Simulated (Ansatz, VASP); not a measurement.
## Two plane-wave programs on MnSb

INCAR

```
ALGO = Normal
EDIFF = 1E-6
ENCUT = 500
GGA = PE
GGA_COMPAT = F
ISIF = 2
ISMEAR = 0
ISPIN = 2
LASPH = T
LCHARG = F
LMAXMIX = 4
LORBIT = 11
LREAL = F
LWAVE = F
MAGMOM = 4.18 -0.12
NBANDS = 20
NELM = 200
PREC = Accurate
SIGMA = 0.1
```

File KPOINTS:

```
k-points
0
Gamma
  4 4 4
```

File POSCAR:

```
MnSb
1.0
    0.0000000000      2.7950160000      2.7950160000
    2.7950160000      0.0000000000      2.7950160000
    2.7950160000      2.7950160000      0.0000000000
Mn Sb
1 1
Direct
    0.0000000000      0.0000000000      0.0000000000
    0.5000000000      0.5000000000      0.5000000000
```

Input for Ansatz:

```yaml
crystal:
  lattice:
    - [0.0, 2.795016, 2.795016]
    - [2.795016, 0.0, 2.795016]
    - [2.795016, 2.795016, 0.0]
  atoms:
    - { symbol: Mn, position: [0.0, 0.0, 0.0], spin: 4.18 }
    - { symbol: Sb, position: [0.5, 0.5, 0.5], spin: -0.12 }
basis:
  ecutwfc: 420
kpoints:
  mp_grid: { grid: [4, 4, 4] }
  band_path: { path: [[0, 0, 0], [0.5, 0, 0], [0.5, 0.5, 0.5]], npoints: 8 }
hamiltonian:
  xc: pbe
scf:
  occupations: { method: gaussian, width: 0.1 }
  lower_state_search: "off"
output:
  forces: true
  stress: true
  eigenvalues: true
  populations: true
magnetization:
  spin_polarized: true
```

Alike in both runs: task single point; functional PBE; k mesh 4 × 4 × 4; occupations gaussian, width 0.1 eV; collinear spin.

|  | VASP | Ansatz |
| --- | --- | --- |
| version | VASP 6.6.1 | Ansatz 0.2.0 |
| potentials or method | VASP PAW PBE potentials, release 64 (Mn_pv, Sb), cutoff 500 eV | scalar-relativistic, plane waves, PAW |
| valence electrons in the cell | 18 | 30 |

|  | VASP | Ansatz | Ansatz less VASP |
| --- | --- | --- | --- |
| gap on the k mesh at the Fermi level (eV) | none | none | - |
| pressure (GPa) | -0.2 | -0.2 | +0.04 |
| net moment per atom (μB) | 1.91 | 1.91 | 0.000 |
| size of the moment on the site where the two differ most (μB) | 3.76 | 3.80 | +0.038 |

Site moments also hang on the region over which each program counts them. A gap of «none» marks a metal or a gap that the smearing closes. The functional is the same, so the differences come from potentials, cutoffs and numerics. VASP's potentials hold 18 valence electrons a cell and Ansatz's 30, so a difference there can come from the potentials and not from the codes.

The k mesh is coarse, so the values compare programs but aren't converged. Neither program's run includes spin-orbit coupling.
